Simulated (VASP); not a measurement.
MnS, 2 atoms in the cell. The structure is cubic, space group Fm-3m (No. 225). Conventional cell: a = 5.209 Å, b = 5.209 Å, c = 5.209 Å, α = 90.00°, β = 90.00°, γ = 90.00°. Mn (site symmetry m-3m) has 6 S at 2.60 Å within 3.4 Å. S (site symmetry m-3m) has 6 Mn at 2.60 Å within 3.4 Å. 

```yaml
Program: VASP 6.6.1
Task: single point
Functional: PBE
Potentials_or_basis: VASP PAW PBE potentials, release 64 (Mn_pv, S)
Cutoff: 520 eV
k_mesh: 9 × 9 × 9
Occupations: gaussian, width 0.024 eV
Spin: collinear spin, ferromagnetic start
Starting_moments: "[4.0, 0.0] μB"
Dipole_correction: no
Further_INCAR_settings: ALGO = Normal; EDIFF = 1e-07; NBANDS = 20
```

Potentials or basis: VASP PAW PBE potentials, release 64 (Mn_pv, S).

Command:

```bash
$ cat potpaw_PBE.64/Mn_pv/POTCAR potpaw_PBE.64/S/POTCAR > POTCAR
$ mpirun -np 1 vasp_std > vasp.out
```

Hardware: 1 thread of Intel Xeon 8259CL, on a shared host.

Estimate the wall time of this run.

Run time: 87 s on 1 thread of Intel Xeon 8259CL, with other jobs on the host, peak memory 0.19 GiB. Counts: scf iterations 16, k points 35.
